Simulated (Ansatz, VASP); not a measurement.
One calculation of Ir, two programs

File INCAR:

```
SYSTEM = Ir
PREC = Accurate
ENCUT = 520
EDIFF = 1E-7
ISMEAR = -1
SIGMA = 0.05
LREAL = .False.
LASPH = .True.
NELM = 60
ALGO = Normal
ISIF = 2
LWAVE = .False.
LCHARG = .False.
GGA = PE
NBANDS = 16
```

Contents of KPOINTS:

```
regular mesh
0
Gamma
  10 10 10
  0 0 0
```

POSCAR

```
Ir
1.0
    0.0000000000      2.6272165707      2.6272165707
    2.6272165707      0.0000000000      2.6272165707
    2.6272165707      2.6272165707      0.0000000000
Ir
2
Direct
   -0.1475000000     -0.1175000000     -0.1175000000
    0.1475000000      0.1175000000      0.1175000000
```

Input for Ansatz:

```yaml
crystal:
  lattice:
    - [0.0, 2.6272165707, 2.6272165707]
    - [2.6272165707, 0.0, 2.6272165707]
    - [2.6272165707, 2.6272165707, 0.0]
  atoms:
    - { symbol: Ir, position: [-0.1475, -0.1175, -0.1175] }
    - { symbol: Ir, position: [0.1475, 0.1175, 0.1175] }
kpoints:
  mp_grid: { grid: [10, 10, 10] }
scf:
  occupations: { method: fermi_dirac, width: 0.05 }
hamiltonian:
  xc: pbe
  pseudopotentials: { kind: all_electron, lapw: { basis_error: 0.001 } }
output:
  forces: true
  stress: true
  eigenvalues: true
  populations: true
```

Change from the starting cell: shortest bond scaled by 0.94, LAPW.

Alike in both runs: task single point; functional PBE; k mesh 10 × 10 × 10; occupations fermi-dirac, width 0.05 eV; no spin polarisation.

|  | VASP | Ansatz |
| --- | --- | --- |
| version | VASP 6.6.1 | Ansatz 0.2.0 |
| potentials or method | VASP PAW PBE potentials, release 64 (Ir), cutoff 520 eV | all-electron LAPW, scalar-relativistic |

VASP gave:

```
pressure (GPa)                                                : 50.0
traceless stress, the component that is largest in VASP (GPa) : -14.78
rms of the force components (eV/Å)                            : 2.457
```

**Question.** Which values does Ansatz return?

**Answer.** Pressure (GPa): 52.9; traceless stress, the component that is largest in VASP (GPa): -16.32; rms of the force components (eV/Å): 2.723.

Atom by atom the forces differ by 0.267 eV/Å (rms over components). Both programs put the cell under a high pressure, so it lies far from rest at this level. Ansatz ran all-electron here, and VASP with PAW potentials.

Neither program's run includes spin-orbit coupling.
